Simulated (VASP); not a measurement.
# CaSe (P6_3/mmc) in VASP: a series of runs

Runs on CaSe. Level: PBE. Tasks: single point.

All numbers are computed with VASP 6.6.1; they aren't measurements. Logs are shortened: lines on timing, memory, paths and dates and some standing lists are left out, and cuts for length are marked.

### 1 The cell of the first run

It takes space group P6_3/mmc (No. 194, hexagonal). Conventional cell: a = 4.148 Å, b = 4.148 Å, c = 7.198 Å, α = 90.00°, β = 90.00°, γ = 120.00°. Within 3.9 Å of Ca (site symmetry -3m) lie 6 Se at 3.00 Å and 2 Ca at 3.60 Å. Se (site symmetry -6m2) has 6 Ca at 3.00 Å within 3.9 Å.

### 2 Single point, PBE

Input file INCAR:

```
SYSTEM = CaSe
PREC     = Accurate       ! precision mode
ENCUT    = 520            ! plane-wave cutoff, eV
EDIFF    = 1E-7           ! SCF threshold, eV
ISMEAR   = 0              ! smearing method
SIGMA    = 0.02           ! smearing width, eV
LREAL    = .False.        ! projectors in reciprocal space
LASPH    = .True.         ! aspherical terms in the spheres
NELM     = 80             ! most SCF steps
ALGO     = Normal         ! electronic algorithm
ISIF     = 2              ! what is computed and relaxed
LWAVE    = .False.        ! write WAVECAR
LCHARG   = .False.        ! write CHGCAR
GGA      = PE             ! functional
NBANDS   = 24             ! bands
```

Input file KPOINTS:

```
Automatic mesh
0
Gamma
  9 9 6
  0 0 0
```

Input file POSCAR:

```
CaSe
1.0
    4.1480378072      0.0000000000      0.0000000000
   -2.0740189036      3.5923061169      0.0000000000
    0.0000000000      0.0000000000      7.1984569095
Ca Se
2 2
Direct
    0.0000000000      0.0000000000      0.0000000000
    0.0000000000      0.0000000000      0.5000000000
    0.3333333333      0.6666666667      0.2500000000
    0.6666666667      0.3333333333      0.7500000000
```

Potentials or basis: VASP PAW PBE potentials, release 64 (Ca_sv, Se).

Started as:

```sh
> cat potpaw_PBE.64/Ca_sv/POTCAR potpaw_PBE.64/Se/POTCAR > POTCAR
> mpirun -np 1 vasp_std > vasp.out
```

OUTCAR:

```text
SYSTEM = CaSe
   PREC = Accurate
   ENCUT = 520
   EDIFF = 1E-7
   ISMEAR = 0
   LREAL = .False.
   LASPH = .True.
   NELM = 80
   ISIF = 2
   GGA = PE

 ion  position               nearest neighbor table
   1  0.000  0.000  0.000-
   2  0.000  0.000  0.500-
   3  0.333  0.667  0.250-
   4  0.667  0.333  0.750-

  LATTYP: Found a hexagonal cell.
 ALAT       =     4.1480378072
 C/A-ratio  =     1.7353884521

  Lattice vectors:

 A1 = (   4.1480378072,   0.0000000000,   0.0000000000)
 A2 = (  -2.0740189036,   3.5923061169,   0.0000000000)
 A3 = (   0.0000000000,   0.0000000000,   7.1984569095)

Analysis of symmetry for initial positions (statically):
=====================================================================
 Subroutine PRICEL returns:
 Original cell was already a primitive cell.

 Routine SETGRP: Setting up the symmetry group for a
 hexagonal supercell.

 Subroutine GETGRP returns: Found 24 space group operations
 (whereof 12 operations were pure point group operations)
 out of a pool of 24 trial point group operations.

The static configuration has the point symmetry D_3d.
 The point group associated with its full space group is D_6h.

Analysis of symmetry for dynamics (positions and initial velocities):
=====================================================================
 Subroutine PRICEL returns:
 Original cell was already a primitive cell.

 Routine SETGRP: Setting up the symmetry group for a
 hexagonal supercell.

 Subroutine GETGRP returns: Found 24 space group operations
 (whereof 12 operations were pure point group operations)
 out of a pool of 24 trial point group operations.

The dynamic configuration has the point symmetry D_3d.
 The point group associated with its full space group is D_6h.

 Subroutine INISYM returns: Found 24 space group operations
 (whereof 12 operations are pure point group operations),
 and found     1 'primitive' translations

----------------------------------------------------------------------------------------

                                     Primitive cell

  volume of cell :     107.2644

  direct lattice vectors                    reciprocal lattice vectors
     4.148037807  0.000000000  0.000000000     0.241077841  0.139186357  0.000000000
    -2.074018904  3.592306117  0.000000000     0.000000000  0.278372713  0.000000000
     0.000000000  0.000000000  7.198456909     0.000000000  0.000000000  0.138918662

  length of vectors
     4.148037807  4.148037807  7.198456909     0.278372713  0.278372713  0.138918662

  position of ions in fractional coordinates (direct lattice)
     0.000000000  0.000000000  0.000000000
     0.000000000  0.000000000  0.500000000
     0.333333333  0.666666667  0.250000000
     0.666666667  0.333333333  0.750000000

  ion indices of the primitive-cell ions
   primitive index   ion index
                 1           1
                 2           2
                 3           3
                 4           4

----------------------------------------------------------------------------------------

 KPOINTS: Automatic mesh

Automatic generation of k-mesh.
 Grid dimensions read from file:
 generate k-points for:    9    9    6

 Generating k-lattice:

  Cartesian coordinates                     Fractional coordinates (reciprocal lattice)
     0.026786427  0.015465151  0.000000000     0.111111111  0.000000000  0.000000000
     0.000000000  0.030930301  0.000000000     0.000000000  0.111111111  0.000000000
     0.000000000  0.000000000  0.023153110     0.000000000  0.000000000  0.166666667

  Length of vectors
     0.030930301  0.030930301  0.023153110

  Shift w.r.t. Gamma in fractional coordinates (k-lattice)
     0.000000000  0.000000000  0.000000000

 Subroutine IBZKPT returns following result:
 ===========================================

 Found     48 irreducible k-points:

 Following reciprocal coordinates:
            Coordinates               Weight
  0.000000  0.000000  0.000000      1.000000
  0.111111  0.000000  0.000000      6.000000
  0.222222  0.000000  0.000000      6.000000
  0.333333  0.000000  0.000000      6.000000
  0.444444  0.000000  0.000000      6.000000
  0.111111  0.111111  0.000000      6.000000
[... 16 lines left out ...]
  0.333333  0.222222  0.166667     24.000000
  0.333333  0.333333  0.166667      4.000000
 [... further k-points ...]
   k-points           NKPTS =     48   k-points in BZ     NKDIM =     48   number of bands    NBANDS=     24
   number of dos      NEDOS =    301   number of ions     NIONS =      4
   total plane-waves  NPLWV =  55296
   dimension x,y,z NGX =    32 NGY =   32 NGZ =   54
   dimension x,y,z NGXF=    64 NGYF=   64 NGZF=  108
   ions per type =               2   2
   NGX,Y,Z   is equivalent  to a cutoff of  12.83, 12.83, 12.47 a.u.
   NGXF,Y,Z  is equivalent  to a cutoff of  25.65, 25.65, 24.94 a.u.
 SYSTEM =  CaSe
   PREC   = accura    normal or accurate (medium, high low for compatibility)
   ISTART =      0    job   : 0-new  1-cont  2-samecut
   ICHARG =      2    charge: 1-file 2-atom 10-const
   ISPIN  =      1    spin polarized calculation?
   LNONCOLLINEAR =      F non collinear calculations
   LSORBIT =      F    spin-orbit coupling
   LASPH  =      T    aspherical Exc in radial PAW
   ENCUT  =  520.0 eV  38.22 Ry    6.18 a.u.   7.71  7.71 13.38*2*pi/ulx,y,z
   NELM   =     80;   NELMIN=  2; NELMDL= -5     # of ELM steps
   EDIFF  = 0.1E-06   stopping-criterion for ELM
   LREAL  =      F    real-space projection
   EDIFFG = 0.1E-05   stopping-criterion for IOM
   NSW    =      0    number of steps for IOM
   IBRION =     -1    ionic relax: 0-MD 1-quasi-New 2-CG
   NFREE  =      0    steps in history (QN), initial steepest desc. (CG)
   ISIF   =      2    stress and relaxation
   ISYM   =      2    0-nonsym 1-usesym 2-fastsym
   POTIM  = 0.5000    time-step for ionic-motion
   TEBEG  =    0.0;   TEEND  =   0.0 temperature during run
   PSTRESS=    0.0 pullay stress
   NELECT =      32.0000    total number of electrons
   NUPDOWN=      -1.0000    fix difference up-down
   EMIN   =  10.00;   EMAX   =-10.00  energy-range for DOS
   EFERMI =   0.00;   METHOD = LEGACY
   ISMEAR =     0;   SIGMA  =   0.02  broadening in eV -4-tet -1-fermi 0-gaus
   EFERMI_NEDOS =   21; number of points for ismear=-14 and -15
   IALGO  =     38    algorithm
   IMIX   =      4    mixing-type and parameters
     AMIX     =   0.40;   BMIX     =  1.00
     AMIX_MAG =   1.60;   BMIX_MAG =  1.00
  volume/ion in A,a.u.               =      26.82       180.96
  Fermi-wavevector in a.u.,A,eV,Ry     =   1.093888  2.067149 16.280619  1.196592
  Thomas-Fermi vector in A             =   2.230182
   LORBIT       =      0    0 simple, 1 ext, 2 COOP (PROOUT), +10 PAW based schemes
   GGA     = PE    functional components
   LHFCALC =     F    Hartree Fock is set to
   AEXX    =    0.0000 exact exchange contribution
   IVDW    =     0    specifies the selected vdW correction
   LEPSILON=     F    determine dielectric tensor
   LRPA    =     F    only Hartree local field effects (RPA)
 non-spin polarized calculation
 Gauss-broadening in eV      SIGMA  =   0.02
  energy-cutoff  :      520.00
  volume of cell :      107.26
 maximum number of plane-waves:      2913
 NGX is ok and might be reduce to    32

 number of electron      31.9999993 magnetization

 Free energy of the ion-electron system (eV)
  ---------------------------------------------------
  ext. energy  EPLUGINS =         0.00000000
  ---------------------------------------------------
  free energy    TOTEN  =       -18.69597210 eV

  energy without entropy =      -18.69597210  energy(sigma->0) =      -18.69597210

 E-fermi :   2.4341     XC(G=0):  -8.9866

 val. band max:        2.3240876071   @ k =   0.0000   0.0000   0.0000
 cond. band min:       4.5674573526   @ k =   0.4444   0.0000   0.0000
 fundamental gap:      2.2433697455
 Fermi energy:         2.4341279740

 k-point     1 :       0.0000    0.0000    0.0000
  band No.  band energies     occupation
      1     -37.6930      2.00000
      2     -37.6783      2.00000
      3     -18.8400      2.00000
      4     -18.6878      2.00000
      5     -18.6878      2.00000
      6     -18.6666      2.00000
[... 16 lines left out ...]
     23       6.9416      0.00000
     24       7.8908      0.00000

 k-point     2 :       0.1111    0.0000    0.0000
  band No.  band energies     occupation
      1     -37.6924      2.00000
      2     -37.6778      2.00000
      3     -18.8361      2.00000
      4     -18.6985      2.00000
      5     -18.6899      2.00000
      6     -18.6746      2.00000
[... 16 lines left out ...]
     23       7.5041      0.00000
     24       7.8610      0.00000

 k-point     3 :       0.2222    0.0000    0.0000
  band No.  band energies     occupation
      1     -37.6910      2.00000
      2     -37.6764      2.00000
      3     -18.8263      2.00000
      4     -18.7253      2.00000
      5     -18.6953      2.00000
      6     -18.6948      2.00000
[... 16 lines left out ...]
     23       7.7951      0.00000
     24       7.9146      0.00000

 k-point     4 :       0.3333    0.0000    0.0000
  band No.  band energies     occupation
      1     -37.6893      2.00000
      2     -37.6749      2.00000
      3     -18.8154      2.00000
      4     -18.7552      2.00000
      5     -18.7176      2.00000
      6     -18.7015      2.00000
[... 16 lines left out ...]
     23       7.7982      0.00000
     24       8.1329      0.00000

 k-point     5 :       0.4444    0.0000    0.0000
  band No.  band energies     occupation
      1     -37.6882      2.00000
      2     -37.6739      2.00000
      3     -18.8089      2.00000
      4     -18.7738      2.00000
      5     -18.7325      2.00000
      6     -18.7055      2.00000
[... 451 lines left out ...]
 k-point    22 :       0.2222    0.2222    0.1667
  band No.  band energies     occupation
      1     -37.6876      2.00000
      2     -37.6752      2.00000
      3     -18.7979      2.00000
      4     -18.7542      2.00000
      5     -18.7213      2.00000
      6     -18.7144      2.00000
[... 16 lines left out ...]
     23       7.7228      0.00000
     24       8.1305      0.00000

 k-point    23 :       0.3333    0.2222    0.1667
  band No.  band energies     occupation
      1     -37.6868      2.00000
      2     -37.6745      2.00000
      3     -18.7926      2.00000
      4     -18.7602      2.00000
      5     -18.7278      2.00000
      6     -18.7247      2.00000
[... 16 lines left out ...]
     23       7.9638      0.00000
     24       8.1026      0.00000

 k-point    24 :       0.3333    0.3333    0.1667
  band No.  band energies     occupation
      1     -37.6865      2.00000
      2     -37.6742      2.00000
      3     -18.7904      2.00000
      4     -18.7465      2.00000
      5     -18.7465      2.00000
      6     -18.7157      2.00000
[... 16 lines left out ...]
     23       8.1386      0.00000
     24       8.1386      0.00000

 [... further k-points ...]
[... 5 lines left out ...]
  --------------------------------------------------------------------------------------
  -------------------------------------------------------------------------------------
  Total        0.0948222      0.0948222      0.1073742      0.0000000     -0.0000000      0.0000000
  in kB        1.4163330      1.4163330      1.6038180      0.0000000     -0.0000000      0.0000000
  external PRESSURE =       1.4788280 kB  Pullay stress =       0.0000000 kB

 VOLUME and BASIS-vectors are now :
 -----------------------------------------------------------------------------
  energy-cutoff  :      520.00
  volume of cell :      107.26
      direct lattice vectors                 reciprocal lattice vectors
     4.148037807  0.000000000  0.000000000     0.241077841  0.139186357  0.000000000
    -2.074018904  3.592306117  0.000000000     0.000000000  0.278372713  0.000000000
     0.000000000  0.000000000  7.198456909     0.000000000  0.000000000  0.138918662

 POSITION                                       TOTAL-FORCE (eV/Angst)
 -----------------------------------------------------------------------------------
      0.00000      0.00000      0.00000         0.000000     -0.000000      0.000000
      0.00000      0.00000      3.59923         0.000000     -0.000000      0.000000
     -0.00000      2.39487      1.79961        -0.000000      0.000000     -0.000000
      2.07402      1.19744      5.39884         0.000000     -0.000000      0.000000
 -----------------------------------------------------------------------------------
    total drift:                                0.000000     -0.000000      0.000000

  FREE ENERGIE OF THE ION-ELECTRON SYSTEM (eV)
  ---------------------------------------------------
  free  energy   TOTEN  =       -18.6959721050 eV

  energy  without entropy=      -18.6959721050  energy(sigma->0) =      -18.69597210
```

Run time: 3.1 min. Hardware: 1 thread of AMD EPYC 9755, shared host; peak memory 0.25 GiB.

What came out:

* Free energy: -18.6960 eV
* Pressure: 0.1 GPa
* Band gap on the k mesh: 2.24 eV, indirect (least direct gap 2.44 eV)

### 3 Single point, PBE

This run uses another cell than the first one, of the same volume but with other edges.

Input file INCAR:

```
SYSTEM = CaSe
  ALGO = Normal
  EDIFF = 1E-6
  ENCUT = 520
  GGA = PE
  ISIF = 2
  ISMEAR = 0
  LASPH = .True.
  LCHARG = .True.
  LELF = .True.
  LREAL = .False.
  LVHAR = .True.
  LWAVE = .False.
  NBANDS = 24
  NELM = 80
  PREC = Accurate
  SIGMA = 0.02
```

Input file KPOINTS:

```
k-points
0
Gamma
  9 9 6
  0 0 0
```

Input file POSCAR:

```
CaSe
1.0
    4.1055575991      0.0000000000      0.0000000000
   -2.0527787995      3.5555171775      0.0000000000
    0.0000000000      0.0000000000      7.3488035554
Ca Se
2 2
Direct
    0.0000000000      0.0000000000      0.0000000000
    0.3333333333      0.6666666667      0.5000000000
    0.6666666667      0.3333333333      0.2500000000
    0.6666666667      0.3333333333      0.7500000000
```

Potentials or basis: VASP PAW PBE potentials, release 64 (Ca_sv, Se).

Started as:

```sh
> cat potpaw_PBE.64/Ca_sv/POTCAR potpaw_PBE.64/Se/POTCAR > POTCAR
> mpirun -np 1 vasp_std > vasp.out
```

Run time: 3.2 min. Hardware: 1 thread of AMD EPYC 9755, shared host; peak memory 0.25 GiB.

The run converged. Its results:

```yaml
Free_energy: -18.4213 eV
Pressure: 0.2 GPa
Band_gap_on_the_k_mesh: 1.71 eV, indirect (least direct gap 1.87 eV)
```

Levels at points of the mesh, in eV from the valence-band top:
```
           k point  band 12  band 13  band 14  band 15  band 16  band 17  band 18  band 19  band 20  band 21
(0.00, 0.00, 0.00)    -0.89    -0.89    -0.36    -0.36     0.00     2.40     2.95     3.53     3.53     3.91
(0.00, 0.00, 0.50)    -2.36    -0.66    -0.66    -0.66    -0.66     3.64     3.64     4.32     4.32     4.32
```
